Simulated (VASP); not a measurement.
# Nb (Pm-3m) in VASP: further runs, part 3 of 3

VASP 6.6.1. Earlier steps stand in the parts before.

**6. Single point, PBEsol**

File INCAR:

```
PREC     = Accurate       # precision mode
ENCUT    = 520            # plane-wave cutoff, eV
EDIFF    = 1E-7           # SCF threshold, eV
ISMEAR   = -1             # smearing method
SIGMA    = 0.1            # smearing width, eV
LREAL    = False          # projectors in reciprocal space
LASPH    = True           # aspherical terms in the spheres
NELM     = 60             # most SCF steps
ALGO     = Normal         # electronic algorithm
ISIF     = 2              # what is computed and relaxed
LWAVE    = False          # write WAVECAR
LCHARG   = True           # write CHGCAR
GGA      = PS             # functional
LELF     = True           # ELF
LVHAR    = True         
NBANDS   = 12             # bands
```

File KPOINTS:

```
regular mesh
0
Gamma
  19 19 19
```

File POSCAR:

```
Nb
1.0
    2.6861506132      0.0000000000      0.0000000000
    0.0000000000      2.6861506132      0.0000000000
    0.0000000000      0.0000000000      2.6861506132
Nb
1
Direct
    0.0000000000      0.0000000000      0.0000000000
```

Potentials or basis: VASP PAW PBE potentials, release 64 (Nb_sv).

Command:

```sh
$ cat potpaw_PBE.64/Nb_sv/POTCAR > POTCAR
$ mpirun -np 1 vasp_std > vasp.out
```

OUTCAR:

```text
PREC = Accurate
   ENCUT = 520
   EDIFF = 1E-7
   ISMEAR = -1
   LREAL = False
   LASPH = True
   NELM = 60
   ISIF = 2
   GGA = PS

 ion  position               nearest neighbor table
   1  0.000  0.000  0.000-

  LATTYP: Found a simple cubic cell.
 ALAT       =     2.6861506132

  Lattice vectors:

 A1 = (   2.6861506132,   0.0000000000,   0.0000000000)
 A2 = (   0.0000000000,   2.6861506132,   0.0000000000)
[... 528 lines left out ...]
      1     -44.2479      2.00000
      2     -20.7780      2.00000
      3     -19.7139      2.00000
      4     -19.5226      2.00000
      5       6.7661      2.00000
      6       8.1659      2.00000
      7       9.8750      1.87795
      8      12.6587      0.00000
      9      12.9161      0.00000
     10      15.2842      0.00000
     11      20.3505      0.00000
     12      25.5386      0.00000

 [... further k-points ...]
[... 5 lines left out ...]
  --------------------------------------------------------------------------------------
  -------------------------------------------------------------------------------------
  Total       -0.0487990     -0.0487990     -0.0487990      0.0000000      0.0000000     -0.0000000
  in kB       -4.0339497     -4.0339497     -4.0339497      0.0000000      0.0000000     -0.0000000
  external PRESSURE =      -4.0339497 kB  Pullay stress =       0.0000000 kB

 VOLUME and BASIS-vectors are now :
 -----------------------------------------------------------------------------
  energy-cutoff  :      520.00
  volume of cell :       19.38
      direct lattice vectors                 reciprocal lattice vectors
     2.686150613  0.000000000  0.000000000     0.372279944  0.000000000  0.000000000
     0.000000000  2.686150613  0.000000000     0.000000000  0.372279944  0.000000000
     0.000000000  0.000000000  2.686150613     0.000000000  0.000000000  0.372279944

 POSITION                                       TOTAL-FORCE (eV/Angst)
 -----------------------------------------------------------------------------------
      0.00000      0.00000      0.00000         0.000000      0.000000      0.000000
 -----------------------------------------------------------------------------------
    total drift:                               -0.000000      0.000000      0.000000

  FREE ENERGIE OF THE ION-ELECTRON SYSTEM (eV)
  ---------------------------------------------------
  free  energy   TOTEN  =        -9.9433514549 eV

  energy  without entropy=       -9.9025909968  energy(sigma->0) =       -9.92297123
```

Wall time 28 s (1 thread of Intel Xeon Platinum 8375C at 2.90GHz (Ice Lake), shared host); peak memory 0.15 GiB.

Results:

| Item | Value |
| --- | --- |
| Free energy | -9.9434 eV |
| Pressure | -0.4 GPa |

Levels at points of the mesh, in eV from the Fermi level:
| k point | band 4 | band 5 | band 6 | band 7 | band 8 | band 9 | band 10 | band 11 |
| --- | --- | --- | --- | --- | --- | --- | --- | --- |
| (0.00, 0.00, 0.00) | -29.79 | -5.71 | -2.92 | -2.92 | 5.33 | 5.33 | 5.33 | 14.88 |

Caveat: the PAW data sets were made with another functional, which shifts forces and pressure a little.

**7. Relaxation of cell and atoms, PBEsol**

File INCAR:

```
SYSTEM = Nb
PREC = Accurate
ENCUT = 600
EDIFF = 1E-7
ISMEAR = -1
SIGMA = 0.1
LREAL = .False.
LASPH = .True.
NELM = 80
ALGO = Normal
ISIF = 3
LWAVE = .False.
LCHARG = .False.
GGA = PS
IBRION = 2
NSW = 80
EDIFFG = -0.01
```

File KPOINTS:

```
Automatic mesh
0
Gamma
  12 12 12
  0 0 0
```

File POSCAR:

```
Nb
1.0
    2.6875991705      0.0000000000      0.0000000000
    0.0000000000      2.6875991705      0.0000000000
    0.0000000000      0.0000000000      2.6875991705
Nb
1
Direct
    0.0000000000      0.0000000000      0.0000000000
```

Potentials or basis: VASP PAW PBE potentials, release 64 (Nb_sv).

Command:

```sh
$ cat potpaw_PBE.64/Nb_sv/POTCAR > POTCAR
$ mpirun -np 1 vasp_std > vasp.out
```

OUTCAR:

```text
SYSTEM = Nb
   PREC = Accurate
   ENCUT = 600
   EDIFF = 1E-7
   ISMEAR = -1
   LREAL = .False.
   LASPH = .True.
   NELM = 80
   ISIF = 3
   GGA = PS
   IBRION = 2
   NSW = 80
   EDIFFG = -0.01

 ion  position               nearest neighbor table
   1  0.000  0.000  0.000-

  LATTYP: Found a simple cubic cell.
 ALAT       =     2.6875991705

  Lattice vectors:

 A1 = (   2.6875991705,   0.0000000000,   0.0000000000)
 A2 = (   0.0000000000,   2.6875991705,   0.0000000000)
 A3 = (   0.0000000000,   0.0000000000,   2.6875991705)

Analysis of symmetry for initial positions (statically):
=====================================================================
 Subroutine PRICEL returns:
 Original cell was already a primitive cell.
[... 248 lines left out ...]

 E-fermi :  10.1522     XC(G=0): -12.1453

 val. band max:       10.0931191018   @ k =   0.4167   0.4167   0.1667
 cond. band min:      10.1860892210   @ k =   0.3333   0.0000   0.0000
 fundamental gap:      0.0929701192
 Fermi energy:        10.1521827215

 k-point     1 :       0.0000    0.0000    0.0000
  band No.  band energies     occupation
      1     -44.4147      2.00000
      2     -19.6357      2.00000
      3     -19.6357      2.00000
      4     -19.6357      2.00000
      5       4.4461      2.00000
      6       7.2364      2.00000
      7       7.2364      2.00000
      8      15.4900      0.00000
      9      15.4900      0.00000
     10      15.4900      0.00000
[... 287 lines left out ...]
 k-point    24 :       0.4167    0.3333    0.0000
  band No.  band energies     occupation
      1     -44.0588      2.00000
      2     -20.9727      2.00000
      3     -20.6636      2.00000
      4     -19.3875      2.00000
      5       6.7692      2.00000
      6       8.6611      2.00000
      7      12.7407      0.00000
      8      12.9241      0.00000
      9      13.3621      0.00000
     10      14.6146      0.00000

 [... further k-points ...]
[... 5 lines left out ...]
  --------------------------------------------------------------------------------------
  -------------------------------------------------------------------------------------
  Total        0.0009104      0.0009104      0.0009104     -0.0000000      0.0000000     -0.0000000
  in kB        0.0753311      0.0753311      0.0753311     -0.0000000      0.0000000     -0.0000000
  external PRESSURE =       0.0753311 kB  Pullay stress =       0.0000000 kB
[... 16 lines left out ...]
  FREE ENERGIE OF THE ION-ELECTRON SYSTEM (eV)
  ---------------------------------------------------
  free  energy   TOTEN  =        -9.9586237139 eV

  energy  without entropy=       -9.9278100515  energy(sigma->0) =       -9.94321688

 reached required accuracy - stopping structural energy minimisation
```

OSZICAR:

```text
N       E                     dE             d eps       ncg     rms          rms(c)
DAV:   1     0.127236888359E+03    0.12724E+03   -0.80080E+03  1688   0.142E+03
DAV:   2    -0.373067481381E+01   -0.13097E+03   -0.12728E+03  1762   0.466E+02
DAV:   3    -0.984913619994E+01   -0.61185E+01   -0.55577E+01  2498   0.831E+01
DAV:   4    -0.102678608574E+02   -0.41872E+00   -0.41093E+00  2470   0.192E+01
[... 25 lines left out ...]
DAV:   5    -0.995862455950E+01   -0.29679E-04   -0.97837E-05  2782   0.743E-02    0.133E-02
DAV:   6    -0.995862388081E+01    0.67869E-06   -0.24343E-06  1892   0.231E-02    0.282E-03
DAV:   7    -0.995862359359E+01    0.28722E-06   -0.23080E-07  1540   0.662E-03    0.755E-04
DAV:   8    -0.995862371725E+01   -0.12366E-06   -0.31846E-08   854   0.252E-03    0.150E-04
DAV:   9    -0.995862371388E+01    0.33644E-08   -0.98948E-09   852   0.149E-03
   3 F= -.99586237E+01 E0= -.99432169E+01  d E =-.567573E-04
```

It took 26 s on 1 thread of Intel Xeon Platinum 8375C at 2.90GHz (Ice Lake), shared host; peak memory 0.15 GiB.

What came out:

| Quantity | Value |
| --- | --- |
| Free energy | -9.9586 eV |
| Relaxed volume | 19.36 Å³/atom |
| Relaxed cell | a = 2.685 Å, b = 2.685 Å, c = 2.685 Å, α = 90.00°, β = 90.00°, γ = 90.00° |
| Space group after relaxing (to 0.05 Å) | Pm-3m (No. 221) |
| Energy gained by relaxing | 0.1 meV/atom |
| Ionic steps | 3 |
| Pressure after relaxing | 0.0 GPa |

Final structure:
```xyz
1
Lattice="2.6853 0.0000 0.0000 0.0000 2.6853 0.0000 0.0000 0.0000 2.6853" Properties=species:S:1:pos:R:3 pbc="T T T"
Nb    0.0000    0.0000    0.0000
```

Levels at points of the mesh, in eV from the Fermi level:
| k point | band 3 | band 4 | band 5 | band 6 | band 7 | band 8 | band 9 | band 10 |
| --- | --- | --- | --- | --- | --- | --- | --- | --- |
| (0.00, 0.00, 0.00) | -29.79 | -29.79 | -5.71 | -2.92 | -2.92 | 5.34 | 5.34 | 5.34 |
| (0.50, 0.00, 0.00) | -29.64 | -29.64 | -2.56 | -1.98 | 0.59 | 1.91 | 1.91 | 5.70 |
| (0.50, 0.50, 0.00) | -31.16 | -29.49 | -4.29 | -1.06 | 2.63 | 2.63 | 5.98 | 5.98 |
| (0.50, 0.50, 0.50) | -30.94 | -30.94 | -2.64 | -2.64 | -2.64 | 7.35 | 7.91 | 7.91 |

Caveat: the PAW data sets were made with another functional, which shifts forces and pressure a little.

**8. Overview**

```tsv
task	cell	k mesh	cutoff (eV)	gap on the mesh (eV)	pressure (GPa)
single point	a = 2.686 Å, 1 atom	13 × 13 × 13	520	none	-0.6
single point	a = 2.721 Å, 1 atom	13 × 13 × 13	520	none	-5.7
single point	a = 2.756 Å, 1 atom	13 × 13 × 13	520	none	-9.9
single point	a = 2.790 Å, 1 atom	13 × 13 × 13	520	none	-13.3
single point	a = 2.686 Å, 1 atom	19 × 19 × 19	520	none	-0.4
relaxation of cell and atoms	relaxed from a = 2.688 Å, 1 atom	12 × 12 × 12	600	none	0.0
```

Alike in all rows: level PBEsol; potentials or basis VASP PAW PBE potentials, release 64 (Nb_sv); no spin polarisation; smearing fermi-dirac 0.1 eV.

Caveats: the PAW data sets were made with another functional, which shifts forces and pressure a little.

Absolute energies hang on the potentials; compare differences alone.
